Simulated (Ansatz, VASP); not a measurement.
Two plane-wave programs on NbCu

```
CELL_PARAMETERS angstrom
0.00000 2.56221 2.56221
2.56221 0.00000 2.56221
2.56221 2.56221 0.00000
ATOMIC_POSITIONS crystal
Nb 0.00000 0.00000 0.00000
Cu 0.50000 0.50000 0.50000
```

Alike in both runs: task single point; functional r2SCAN50; k mesh 5 × 5 × 5; occupations fermi-dirac, width 0.05 eV; no spin polarisation.

|  | VASP | Ansatz |
| --- | --- | --- |
| version | VASP 6.6.1 | Ansatz 0.2.0 |
| potentials or method | VASP PAW PBE potentials, release 64 (Nb_sv, Cu) | Ansatz PAW |
| plane-wave cutoff (eV) | 520 | 500 |
| valence electrons in the cell | 24 | 32 |

|  | VASP | Ansatz | Ansatz less VASP |
| --- | --- | --- | --- |
| gap on the k mesh at the Fermi level (eV) | none | none | - |
| pressure (GPa) | -7.5 | -6.8 | +0.74 |

VASP's potentials were made for PBE, not for r2SCAN50. A gap of «none» marks a metal or a gap that the smearing closes. With one functional, cell and mesh, what is left measures potentials, basis and numerics. VASP's potentials hold 24 valence electrons a cell and Ansatz's 32, so a difference there can come from the potentials and not from the codes.

The k mesh is coarse, so the values compare programs but aren't converged.
